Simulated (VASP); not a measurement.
# Ge (Cmmm) in VASP: further runs

Ge is run at these levels: PBE; tasks: single point, relaxation of cell and atoms.

Program: VASP 6.6.1. These are calculated values, not measurements. Logs are shortened: lines on timing, memory, paths and dates and some standing lists are left out, and cuts for length are marked.

**1. The cell of the first run**

Symmetry: Cmmm, No. 65, orthorhombic system. Conventional cell: a = 3.737 Å, b = 12.252 Å, c = 3.887 Å, α = 90.00°, β = 90.00°, γ = 90.00°. Within 3.0 Å of Ge (site symmetry m2m) lie 3 Ge at 2.30 Å. Ge (site symmetry m2m) has 4 Ge at 2.30 Å within 3.0 Å.

The cell was generated, and may not be a known phase.

**2. Single point, PBE**

INCAR

```
SYSTEM = Ge
ALGO     = Normal         ! electronic algorithm
EDIFF    = 1E-6           ! SCF threshold, eV
ENCUT    = 520            ! plane-wave cutoff, eV
GGA      = PE             ! functional
ISIF     = 2              ! what is computed and relaxed
ISMEAR   = 0              ! smearing method
LASPH    = .TRUE.         ! aspherical terms in the spheres
LCHARG   = .FALSE.        ! write CHGCAR
LREAL    = .FALSE.        ! projectors in reciprocal space
LWAVE    = .FALSE.        ! write WAVECAR
NBANDS   = 36             ! bands
NELM     = 100            ! most SCF steps
PREC     = Accurate       ! precision mode
SIGMA    = 0.1            ! smearing width, eV
```

KPOINTS

```
k-points
0
G
  6 6 4
  0 0 0
```

POSCAR

```
Ge
1.0
    1.8686966400     -6.1259343000      0.0000000000
    1.8686966400      6.1259343000      0.0000000000
    0.0000000000      0.0000000000      3.8874153900
Ge
4
Direct
    0.0940261200      0.9059738800      0.5000000000
    0.9059738800      0.0940261200      0.5000000000
    0.1949989000      0.8050011000      0.0000000000
    0.8050011000      0.1949989000      0.0000000000
```

Potentials or basis: VASP PAW PBE potentials, release 64 (Ge_d).

Command:

```console
> cat potpaw_PBE.64/Ge_d/POTCAR > POTCAR
> mpirun -np 1 vasp_std > vasp.out
```

OUTCAR:

```text
SYSTEM = Ge
   EDIFF = 1E-6
   ENCUT = 520
   GGA = PE
   ISIF = 2
   ISMEAR = 0
   LASPH = .TRUE.
   LREAL = .FALSE.
   NELM = 100
   PREC = Accurate

 ion  position               nearest neighbor table
   1  0.094  0.906  0.500-   2 2.30   3 2.30   3 2.30
   2  0.906  0.094  0.500-   1 2.30   4 2.30   4 2.30
   3  0.195  0.805  0.000-   4 2.30   4 2.30   1 2.30   1 2.30
   4  0.805  0.195  0.000-   3 2.30   3 2.30   2 2.30   2 2.30

  LATTYP: Found a base centered orthorhombic cell.
 ALAT       =     3.7373932800
 B/A-ratio  =     3.2781855379
 C/A-ratio  =     1.0401408412

  Lattice vectors:

 A1 = (   1.8686966400,  -6.1259343000,   0.0000000000)
 A2 = (   1.8686966400,   6.1259343000,   0.0000000000)
 A3 = (   0.0000000000,   0.0000000000,   3.8874153900)

Analysis of symmetry for initial positions (statically):
=====================================================================
 Subroutine PRICEL returns:
 Original cell was already a primitive cell.

 Routine SETGRP: Setting up the symmetry group for a
 base centered orthorhombic supercell.

 Subroutine GETGRP returns: Found  8 space group operations
 (whereof  8 operations were pure point group operations)
 out of a pool of  8 trial point group operations.

The static configuration has the point symmetry D_2h.

Analysis of symmetry for dynamics (positions and initial velocities):
=====================================================================
 Subroutine PRICEL returns:
 Original cell was already a primitive cell.

 Routine SETGRP: Setting up the symmetry group for a
 base centered orthorhombic supercell.

 Subroutine GETGRP returns: Found  8 space group operations
 (whereof  8 operations were pure point group operations)
 out of a pool of  8 trial point group operations.

The dynamic configuration has the point symmetry D_2h.

 Subroutine INISYM returns: Found  8 space group operations
 (whereof  8 operations are pure point group operations),
 and found     1 'primitive' translations

----------------------------------------------------------------------------------------

                                     Primitive cell

  volume of cell :      89.0025

  direct lattice vectors                    reciprocal lattice vectors
     1.868696640 -6.125934300  0.000000000     0.267566168 -0.081620203  0.000000000
     1.868696640  6.125934300  0.000000000     0.267566168  0.081620203  0.000000000
     0.000000000  0.000000000  3.887415390     0.000000000  0.000000000  0.257240325

  length of vectors
     6.404615381  6.404615381  3.887415390     0.279738292  0.279738292  0.257240325

  position of ions in fractional coordinates (direct lattice)
     0.094026120  0.905973880  0.500000000
     0.905973880  0.094026120  0.500000000
     0.194998900  0.805001100  0.000000000
     0.805001100  0.194998900  0.000000000

  ion indices of the primitive-cell ions
   primitive index   ion index
                 1           1
                 2           2
                 3           3
                 4           4

----------------------------------------------------------------------------------------

 KPOINTS: k-points

Automatic generation of k-mesh.
 Grid dimensions read from file:
 generate k-points for:    6    6    4

 Generating k-lattice:

  Cartesian coordinates                     Fractional coordinates (reciprocal lattice)
     0.044594361 -0.013603367  0.000000000     0.166666667  0.000000000  0.000000000
     0.044594361  0.013603367  0.000000000     0.000000000  0.166666667  0.000000000
     0.000000000  0.000000000  0.064310081     0.000000000  0.000000000  0.250000000

  Length of vectors
     0.046623049  0.046623049  0.064310081

  Shift w.r.t. Gamma in fractional coordinates (k-lattice)
     0.000000000  0.000000000  0.000000000

 Subroutine IBZKPT returns following result:
 ===========================================

 Found     39 irreducible k-points:

 Following reciprocal coordinates:
            Coordinates               Weight
  0.000000  0.000000  0.000000      1.000000
  0.166667  0.000000  0.000000      4.000000
  0.333333  0.000000  0.000000      4.000000
  0.500000 -0.000000  0.000000      2.000000
  0.166667  0.166667  0.000000      2.000000
  0.333333  0.166667  0.000000      4.000000
[... 16 lines left out ...]
  0.333333  0.333333  0.250000      4.000000
  0.500000  0.333333  0.250000      8.000000
 [... further k-points ...]
   k-points           NKPTS =     39   k-points in BZ     NKDIM =     39   number of bands    NBANDS=     36
   number of dos      NEDOS =    301   number of ions     NIONS =      4
   total plane-waves  NPLWV =  69120
   dimension x,y,z NGX =    48 NGY =   48 NGZ =   30
   dimension x,y,z NGXF=    96 NGYF=   96 NGZF=   60
   ions per type =               4
   NGX,Y,Z   is equivalent  to a cutoff of  12.46, 12.46, 12.83 a.u.
   NGXF,Y,Z  is equivalent  to a cutoff of  24.92, 24.92, 25.66 a.u.
 SYSTEM =  Ge
   PREC   = accura    normal or accurate (medium, high low for compatibility)
   ISTART =      0    job   : 0-new  1-cont  2-samecut
   ICHARG =      2    charge: 1-file 2-atom 10-const
   ISPIN  =      1    spin polarized calculation?
   LNONCOLLINEAR =      F non collinear calculations
   LSORBIT =      F    spin-orbit coupling
   LASPH  =      T    aspherical Exc in radial PAW
   ENCUT  =  520.0 eV  38.22 Ry    6.18 a.u.  11.91 11.91  7.23*2*pi/ulx,y,z
   NELM   =    100;   NELMIN=  2; NELMDL= -5     # of ELM steps
   EDIFF  = 0.1E-05   stopping-criterion for ELM
   LREAL  =      F    real-space projection
   EDIFFG = 0.1E-04   stopping-criterion for IOM
   NSW    =      0    number of steps for IOM
   IBRION =     -1    ionic relax: 0-MD 1-quasi-New 2-CG
   NFREE  =      0    steps in history (QN), initial steepest desc. (CG)
   ISIF   =      2    stress and relaxation
   ISYM   =      2    0-nonsym 1-usesym 2-fastsym
   POTIM  = 0.5000    time-step for ionic-motion
   TEBEG  =    0.0;   TEEND  =   0.0 temperature during run
   PSTRESS=    0.0 pullay stress
   NELECT =      56.0000    total number of electrons
   NUPDOWN=      -1.0000    fix difference up-down
   EMIN   =  10.00;   EMAX   =-10.00  energy-range for DOS
   EFERMI =   0.00;   METHOD = LEGACY
   ISMEAR =     0;   SIGMA  =   0.10  broadening in eV -4-tet -1-fermi 0-gaus
   EFERMI_NEDOS =   21; number of points for ismear=-14 and -15
   IALGO  =     38    algorithm
   IMIX   =      4    mixing-type and parameters
     AMIX     =   0.40;   BMIX     =  1.00
     AMIX_MAG =   1.60;   BMIX_MAG =  1.00
  volume/ion in A,a.u.               =      22.25       150.15
  Fermi-wavevector in a.u.,A,eV,Ry     =   1.402825  2.650955 26.775147  1.967918
  Thomas-Fermi vector in A             =   2.525548
   LORBIT       =      0    0 simple, 1 ext, 2 COOP (PROOUT), +10 PAW based schemes
   GGA     = PE    functional components
   LHFCALC =     F    Hartree Fock is set to
   AEXX    =    0.0000 exact exchange contribution
   IVDW    =     0    specifies the selected vdW correction
   LEPSILON=     F    determine dielectric tensor
   LRPA    =     F    only Hartree local field effects (RPA)
 non-spin polarized calculation
 Gauss-broadening in eV      SIGMA  =   0.10
  energy-cutoff  :      520.00
  volume of cell :       89.00
 maximum number of plane-waves:      2418
   NGX = 23   NGY = 23   NGZ = 15

 number of electron      56.0000028 magnetization

 Free energy of the ion-electron system (eV)
  ---------------------------------------------------
  ext. energy  EPLUGINS =         0.00000000
  ---------------------------------------------------
  free energy    TOTEN  =       -15.88986782 eV

  energy without entropy =      -15.88113328  energy(sigma->0) =      -15.88550055

 E-fermi :   5.1931     XC(G=0):  -9.9609

 val. band max:        5.1773835948   @ k =   0.5000   0.5000   0.5000
 cond. band min:       5.2576995068   @ k =   0.5000   0.1667   0.2500
 fundamental gap:      0.0803159119
 Fermi energy:         5.1930783329

 k-point     1 :       0.0000    0.0000    0.0000
  band No.  band energies     occupation
      1     -20.1472      2.00000
      2     -20.0945      2.00000
      3     -20.0751      2.00000
      4     -20.0333      2.00000
      5     -19.9969      2.00000
      6     -19.9919      2.00000
[... 28 lines left out ...]
     35      10.5882      0.00000
     36      12.3606      0.00000

 k-point     2 :       0.1667    0.0000    0.0000
  band No.  band energies     occupation
      1     -20.1546      2.00000
      2     -20.0940      2.00000
      3     -20.0752      2.00000
      4     -20.0245      2.00000
      5     -20.0004      2.00000
      6     -19.9601      2.00000
[... 28 lines left out ...]
     35      11.5907      0.00000
     36      11.6651      0.00000

 k-point     3 :       0.3333    0.0000    0.0000
  band No.  band energies     occupation
      1     -20.1487      2.00000
      2     -20.0992      2.00000
      3     -20.0757      2.00000
      4     -20.0440      2.00000
      5     -19.9762      2.00000
      6     -19.9279      2.00000
[... 28 lines left out ...]
     35      11.4076      0.00000
     36      12.8308      0.00000
[... 742 lines left out ...]
 k-point    23 :       0.3333    0.3333    0.2500
  band No.  band energies     occupation
      1     -20.1566      2.00000
      2     -20.1089      2.00000
      3     -20.0838      2.00000
      4     -20.0613      2.00000
      5     -19.9748      2.00000
      6     -19.9245      2.00000
[... 28 lines left out ...]
     35      10.9841      0.00000
     36      12.3222      0.00000

 k-point    24 :       0.5000    0.3333    0.2500
  band No.  band energies     occupation
      1     -20.1591      2.00000
      2     -20.1071      2.00000
      3     -20.0696      2.00000
      4     -20.0544      2.00000
      5     -19.9923      2.00000
      6     -19.9673      2.00000
[... 28 lines left out ...]
     35      11.2715      0.00000
     36      11.7489      0.00000

 [... further k-points ...]

------------------------ aborting loop because EDIFF is reached ----------------------------------------

  FORCE on cell =-STRESS in cart. coord.  units (eV):
  Direction    XX          YY          ZZ          XY          YZ          ZX
  --------------------------------------------------------------------------------------
  -------------------------------------------------------------------------------------
  Total        4.2782951      8.6003388     10.0807346      0.0000000      0.0000000      0.0000000
  in kB       77.0156943    154.8189283    181.4682620      0.0000000      0.0000000      0.0000000
  external PRESSURE =     137.7676282 kB  Pullay stress =       0.0000000 kB

 VOLUME and BASIS-vectors are now :
 -----------------------------------------------------------------------------
  energy-cutoff  :      520.00
  volume of cell :       89.00
      direct lattice vectors                 reciprocal lattice vectors
     1.868696640 -6.125934300  0.000000000     0.267566168 -0.081620203  0.000000000
     1.868696640  6.125934300  0.000000000     0.267566168  0.081620203  0.000000000
     0.000000000  0.000000000  3.887415390     0.000000000  0.000000000  0.257240325

 POSITION                                       TOTAL-FORCE (eV/Angst)
 -----------------------------------------------------------------------------------
      1.86870      4.97394      1.94371         0.000000      0.868842      0.000000
      1.86870     -4.97394      1.94371         0.000000     -0.868842      0.000000
      1.86870      3.73683      0.00000         0.000000      0.755643      0.000000
      1.86870     -3.73683      0.00000         0.000000     -0.755643      0.000000
 -----------------------------------------------------------------------------------
    total drift:                                0.000000     -0.000000     -0.000000

  FREE ENERGIE OF THE ION-ELECTRON SYSTEM (eV)
  ---------------------------------------------------
  free  energy   TOTEN  =       -15.8898678237 eV

  energy  without entropy=      -15.8811332849  energy(sigma->0) =      -15.88550055
```

It took 77 s on 1 thread of Intel Xeon 6975P-C (Granite Rapids), shared host; peak memory 0.27 GiB.

Results:

```
Free energy            : -15.8899 eV
Pressure               : 13.8 GPa
Largest force          : 0.869 eV/Å
Band gap on the k mesh : zero (bands 28 and 29 overlap by 2.58 eV)
```

Forces in eV/Å, atoms in the order of the input:
```
Ge   0.000  0.869  0.000
Ge   0.000 -0.869  0.000
Ge   0.000  0.756  0.000
Ge   0.000 -0.756  0.000
```

Caveat: the k points lie up to 0.40 Å⁻¹ apart, too coarse for converged energies and pressures of a metal.

(Part 1 of 2 ends here.)

The gap in the log of VASP goes by the Fermi energy; the results here count the filled bands.